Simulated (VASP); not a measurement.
# ScAl (Pm-3m) in VASP: notebook

ScAl is run at these levels: PBEsol; tasks: single point.

Program: VASP 6.6.1. These are calculated values, not measurements. Logs are shortened: lines on timing, memory, paths and dates and some standing lists are left out, and cuts for length are marked.

## Step 1: The cell of the first run

The structure is cubic, space group Pm-3m (No. 221). The conventional cell has a = 3.313 Å, b = 3.313 Å, c = 3.313 Å, α = 90.00°, β = 90.00°, γ = 90.00°. Sc (site symmetry m-3m) has 8 Al at 2.87 Å and 6 Sc at 3.31 Å within 3.8 Å. Al (site symmetry m-3m) has 8 Sc at 2.87 Å and 6 Al at 3.31 Å within 3.8 Å.

## Step 2: Single point, PBEsol

File INCAR:

```
PREC     = Accurate       # precision mode
ENCUT    = 520            # plane-wave cutoff, eV
EDIFF    = 1E-6           # SCF threshold, eV
ISMEAR   = -1             # smearing method
SIGMA    = 0.1            # smearing width, eV
LREAL    = False          # projectors in reciprocal space
LASPH    = True           # aspherical terms in the spheres
NELM     = 80             # most SCF steps
ALGO     = Normal         # electronic algorithm
ISIF     = 2              # what is computed and relaxed
LWAVE    = False          # write WAVECAR
LCHARG   = False          # write CHGCAR
GGA      = PS             # functional
NBANDS   = 14             # bands
```

File KPOINTS:

```
Automatic mesh
0
Gamma
  9 9 9
```

File POSCAR:

```
ScAl
1.0
    3.3132133734      0.0000000000      0.0000000000
    0.0000000000      3.3132133734      0.0000000000
    0.0000000000      0.0000000000      3.3132133734
Sc Al
1 1
Direct
    0.5000000000      0.5000000000      0.5000000000
    0.0000000000      0.0000000000      0.0000000000
```

Potentials or basis: VASP PAW PBE potentials, release 64 (Sc_sv, Al).

Launch:

```sh
cat potpaw_PBE.64/Sc_sv/POTCAR potpaw_PBE.64/Al/POTCAR > POTCAR
mpirun -np 1 vasp_std > vasp.out
```

OUTCAR:

```text
PREC = Accurate
   ENCUT = 520
   EDIFF = 1E-6
   ISMEAR = -1
   LREAL = False
   LASPH = True
   NELM = 80
   ISIF = 2
   GGA = PS

 ion  position               nearest neighbor table
   1  0.500  0.500  0.500-   2 2.87   2 2.87   2 2.87   2 2.87   2 2.87   2 2.87   2 2.87   2 2.87

   2  0.000  0.000  0.000-   1 2.87   1 2.87   1 2.87   1 2.87   1 2.87   1 2.87   1 2.87   1 2.87

  LATTYP: Found a simple cubic cell.
 ALAT       =     3.3132133734

  Lattice vectors:

 A1 = (   3.3132133734,   0.0000000000,   0.0000000000)
 A2 = (   0.0000000000,   3.3132133734,   0.0000000000)
 A3 = (   0.0000000000,   0.0000000000,   3.3132133734)

Analysis of symmetry for initial positions (statically):
=====================================================================
 Subroutine PRICEL returns:
 Original cell was already a primitive cell.

 Routine SETGRP: Setting up the symmetry group for a
 simple cubic supercell.

 Subroutine GETGRP returns: Found 48 space group operations
 (whereof 48 operations were pure point group operations)
 out of a pool of 48 trial point group operations.

The static configuration has the point symmetry O_h .

Analysis of symmetry for dynamics (positions and initial velocities):
=====================================================================
 Subroutine PRICEL returns:
 Original cell was already a primitive cell.

 Routine SETGRP: Setting up the symmetry group for a
 simple cubic supercell.

 Subroutine GETGRP returns: Found 48 space group operations
 (whereof 48 operations were pure point group operations)
 out of a pool of 48 trial point group operations.

The dynamic configuration has the point symmetry O_h .

 Subroutine INISYM returns: Found 48 space group operations
 (whereof 48 operations are pure point group operations),
 and found     1 'primitive' translations

----------------------------------------------------------------------------------------

                                     Primitive cell

  volume of cell :      36.3704

  direct lattice vectors                    reciprocal lattice vectors
     3.313213373  0.000000000  0.000000000     0.301821793  0.000000000  0.000000000
     0.000000000  3.313213373  0.000000000     0.000000000  0.301821793  0.000000000
     0.000000000  0.000000000  3.313213373     0.000000000  0.000000000  0.301821793

  length of vectors
     3.313213373  3.313213373  3.313213373     0.301821793  0.301821793  0.301821793

  position of ions in fractional coordinates (direct lattice)
     0.500000000  0.500000000  0.500000000
     0.000000000  0.000000000  0.000000000

  ion indices of the primitive-cell ions
   primitive index   ion index
                 1           1
                 2           2

----------------------------------------------------------------------------------------

 KPOINTS: Automatic mesh

Automatic generation of k-mesh.
 Grid dimensions read from file:
 generate k-points for:    9    9    9

 Generating k-lattice:

  Cartesian coordinates                     Fractional coordinates (reciprocal lattice)
     0.033535755  0.000000000  0.000000000     0.111111111  0.000000000  0.000000000
     0.000000000  0.033535755  0.000000000     0.000000000  0.111111111  0.000000000
     0.000000000  0.000000000  0.033535755     0.000000000  0.000000000  0.111111111

  Length of vectors
     0.033535755  0.033535755  0.033535755

  Shift w.r.t. Gamma in fractional coordinates (k-lattice)
     0.000000000  0.000000000  0.000000000

 Subroutine IBZKPT returns following result:
 ===========================================

 Found     35 irreducible k-points:

 Following reciprocal coordinates:
            Coordinates               Weight
  0.000000  0.000000  0.000000      1.000000
  0.111111  0.000000  0.000000      6.000000
  0.222222  0.000000  0.000000      6.000000
  0.333333  0.000000  0.000000      6.000000
  0.444444  0.000000  0.000000      6.000000
  0.111111  0.111111  0.000000     12.000000
[... 16 lines left out ...]
  0.333333  0.333333  0.111111     24.000000
  0.444444  0.333333  0.111111     48.000000
 [... further k-points ...]
   k-points           NKPTS =     35   k-points in BZ     NKDIM =     35   number of bands    NBANDS=     14
   number of dos      NEDOS =    301   number of ions     NIONS =      2
   total plane-waves  NPLWV =  21952
   dimension x,y,z NGX =    28 NGY =   28 NGZ =   28
   dimension x,y,z NGXF=    56 NGYF=   56 NGZF=   56
   ions per type =               1   1
   NGX,Y,Z   is equivalent  to a cutoff of  14.05, 14.05, 14.05 a.u.
   NGXF,Y,Z  is equivalent  to a cutoff of  28.10, 28.10, 28.10 a.u.
 SYSTEM =  unknown system
   PREC   = accura    normal or accurate (medium, high low for compatibility)
   ISTART =      0    job   : 0-new  1-cont  2-samecut
   ICHARG =      2    charge: 1-file 2-atom 10-const
   ISPIN  =      1    spin polarized calculation?
   LNONCOLLINEAR =      F non collinear calculations
   LSORBIT =      F    spin-orbit coupling
   LASPH  =      T    aspherical Exc in radial PAW
   ENCUT  =  520.0 eV  38.22 Ry    6.18 a.u.   6.16  6.16  6.16*2*pi/ulx,y,z
   NELM   =     80;   NELMIN=  2; NELMDL= -5     # of ELM steps
   EDIFF  = 0.1E-05   stopping-criterion for ELM
   LREAL  =      F    real-space projection
   EDIFFG = 0.1E-04   stopping-criterion for IOM
   NSW    =      0    number of steps for IOM
   IBRION =     -1    ionic relax: 0-MD 1-quasi-New 2-CG
   NFREE  =      0    steps in history (QN), initial steepest desc. (CG)
   ISIF   =      2    stress and relaxation
   ISYM   =      2    0-nonsym 1-usesym 2-fastsym
   POTIM  = 0.5000    time-step for ionic-motion
   TEBEG  =    0.0;   TEEND  =   0.0 temperature during run
   PSTRESS=    0.0 pullay stress
   NELECT =      14.0000    total number of electrons
   NUPDOWN=      -1.0000    fix difference up-down
   EMIN   =  10.00;   EMAX   =-10.00  energy-range for DOS
   EFERMI =   0.00;   METHOD = LEGACY
   ISMEAR =    -1;   SIGMA  =   0.10  broadening in eV -4-tet -1-fermi 0-gaus
   EFERMI_NEDOS =   21; number of points for ismear=-14 and -15
   IALGO  =     38    algorithm
   IMIX   =      4    mixing-type and parameters
     AMIX     =   0.40;   BMIX     =  1.00
     AMIX_MAG =   1.60;   BMIX_MAG =  1.00
  volume/ion in A,a.u.               =      18.19       122.72
  Fermi-wavevector in a.u.,A,eV,Ry     =   1.190880  2.250437 19.295726  1.418196
  Thomas-Fermi vector in A             =   2.326955
   LORBIT       =      0    0 simple, 1 ext, 2 COOP (PROOUT), +10 PAW based schemes
   GGA     = PS    functional components
   LHFCALC =     F    Hartree Fock is set to
   AEXX    =    0.0000 exact exchange contribution
   IVDW    =     0    specifies the selected vdW correction
   LEPSILON=     F    determine dielectric tensor
   LRPA    =     F    only Hartree local field effects (RPA)
 non-spin polarized calculation
  energy-cutoff  :      520.00
  volume of cell :       36.37
 maximum number of plane-waves:       993
 NGX is ok and might be reduce to    28
   NGX = 13   NGY = 13   NGZ = 13

 number of electron      14.0000002 magnetization

 Free energy of the ion-electron system (eV)
  ---------------------------------------------------
  ext. energy  EPLUGINS =         0.00000000
  ---------------------------------------------------
  free energy    TOTEN  =       -11.62935747 eV

  energy without entropy =      -11.60370056  energy(sigma->0) =      -11.61652902

 E-fermi :   6.3919     XC(G=0): -10.6166

 val. band max:        6.3179694603   @ k =   0.3333   0.0000   0.0000
 cond. band min:       6.4148583290   @ k =   0.4444   0.1111   0.1111
 fundamental gap:      0.0968888687
 Fermi energy:         6.3919448650

 k-point     1 :       0.0000    0.0000    0.0000
  band No.  band energies     occupation
      1     -42.6943      2.00000
      2     -21.3699      2.00000
      3     -21.3699      2.00000
      4     -21.3699      2.00000
      5      -2.2806      2.00000
      6       5.6166      1.99914
      7       5.6166      1.99914
      8       9.2456      0.00000
      9       9.2456      0.00000
     10       9.2456      0.00000
     11      10.3380      0.00000
     12      10.3380      0.00000
     13      10.3380      0.00000
     14      15.2949      0.00000

 k-point     2 :       0.1111    0.0000    0.0000
  band No.  band energies     occupation
      1     -42.6921      2.00000
      2     -21.3962      2.00000
      3     -21.3676      2.00000
      4     -21.3676      2.00000
      5      -2.0956      2.00000
      6       5.4374      1.99986
      7       5.7113      1.99779
      8       8.7224      0.00000
      9       8.7224      0.00000
     10       9.2738      0.00000
     11       9.8943      0.00000
     12      10.9806      0.00000
     13      10.9806      0.00000
     14      14.9523      0.00000

 k-point     3 :       0.2222    0.0000    0.0000
  band No.  band energies     occupation
      1     -42.6865      2.00000
      2     -21.4622      2.00000
      3     -21.3617      2.00000
      4     -21.3617      2.00000
      5      -1.5550      2.00000
      6       4.6956      2.00000
      7       5.9723      1.97035
      8       8.0257      0.00000
      9       8.0257      0.00000
     10       9.3467      0.00000
     11       9.5508      0.00000
     12      12.0558      0.00000
     13      12.0558      0.00000
     14      14.1106      0.00000

 k-point     4 :       0.3333    0.0000    0.0000
  band No.  band energies     occupation
      1     -42.6800      2.00000
      2     -21.5362      2.00000
      3     -21.3549      2.00000
      4     -21.3549      2.00000
      5      -0.7027      2.00000
      6       3.4132      2.00000
      7       6.3180      1.35388
      8       7.5041      0.00003
      9       7.5041      0.00003
     10       9.4322      0.00000
     11       9.8795      0.00000
     12      13.1751      0.00000
     13      13.2666      0.00000
     14      13.2666      0.00000

 k-point     5 :       0.4444    0.0000    0.0000
  band No.  band energies     occupation
      1     -42.6758      2.00000
      2     -21.5840      2.00000
      3     -21.3505      2.00000
      4     -21.3505      2.00000
      5       0.3435      2.00000
      6       2.0576      2.00000
      7       6.5843      0.25483
      8       7.2291      0.00046
      9       7.2291      0.00046
     10       9.4895      0.00000
     11      10.3603      0.00000
[... 276 lines left out ...]
 k-point    22 :       0.4444    0.2222    0.1111
  band No.  band energies     occupation
      1     -42.6661      2.00000
      2     -21.5663      2.00000
      3     -21.4341      2.00000
      4     -21.3665      2.00000
      5       0.8582      2.00000
      6       2.8544      2.00000
      7       5.7459      1.99688
      8       6.9194      0.01018
      9       7.5609      0.00002
     10       8.4168      0.00000
     11      10.4112      0.00000
     12      12.1601      0.00000
     13      13.3205      0.00000
     14      13.4291      0.00000

 k-point    23 :       0.3333    0.3333    0.1111
  band No.  band energies     occupation
      1     -42.6641      2.00000
      2     -21.5128      2.00000
      3     -21.5069      2.00000
      4     -21.3642      2.00000
      5       0.6412      2.00000
      6       4.2555      2.00000
      7       4.7022      2.00000
      8       7.0001      0.00456
      9       7.6201      0.00001
     10       8.1760      0.00000
     11      10.3980      0.00000
     12      11.2960      0.00000
     13      13.0236      0.00000
     14      13.5051      0.00000

 k-point    24 :       0.4444    0.3333    0.1111
  band No.  band energies     occupation
      1     -42.6600      2.00000
      2     -21.5551      2.00000
      3     -21.5031      2.00000
      4     -21.3596      2.00000
      5       1.2653      2.00000
      6       3.5524      2.00000
      7       4.9515      2.00000
      8       6.6651      0.12227
      9       7.8319      0.00000
     10       8.1523      0.00000
     11      10.3666      0.00000
     12      11.4109      0.00000
     13      12.3423      0.00000
     14      13.5661      0.00000

 [... further k-points ...]
[... 5 lines left out ...]
  --------------------------------------------------------------------------------------
  -------------------------------------------------------------------------------------
  Total        0.5970041      0.5970041      0.5970041     -0.0000000      0.0000000     -0.0000000
  in kB       26.2990256     26.2990256     26.2990256     -0.0000000      0.0000000     -0.0000000
  external PRESSURE =      26.2990256 kB  Pullay stress =       0.0000000 kB

 VOLUME and BASIS-vectors are now :
 -----------------------------------------------------------------------------
  energy-cutoff  :      520.00
  volume of cell :       36.37
      direct lattice vectors                 reciprocal lattice vectors
     3.313213373  0.000000000  0.000000000     0.301821793  0.000000000  0.000000000
     0.000000000  3.313213373  0.000000000     0.000000000  0.301821793  0.000000000
     0.000000000  0.000000000  3.313213373     0.000000000  0.000000000  0.301821793

 POSITION                                       TOTAL-FORCE (eV/Angst)
 -----------------------------------------------------------------------------------
      1.65661      1.65661      1.65661         0.000000      0.000000      0.000000
      0.00000      0.00000      0.00000         0.000000      0.000000      0.000000
 -----------------------------------------------------------------------------------
    total drift:                                0.000000      0.000000      0.000000

  FREE ENERGIE OF THE ION-ELECTRON SYSTEM (eV)
  ---------------------------------------------------
  free  energy   TOTEN  =       -11.6293574664 eV

  energy  without entropy=      -11.6037005643  energy(sigma->0) =      -11.61652902
```

Wall time 18 s (1 thread of Intel Xeon 6975P-C (Granite Rapids), shared host); peak memory 0.16 GiB.

Results:

```yaml
Free_energy: -11.6294 eV
Pressure: 2.6 GPa
Band_gap_on_the_k_mesh: zero (band 7 reaches 6.58 eV, above the bottom of band 8 at 5.93 eV)
```

Caveat: the PAW data sets were made with another functional, which shifts forces and pressure a little.

[end of part 1 of 3]
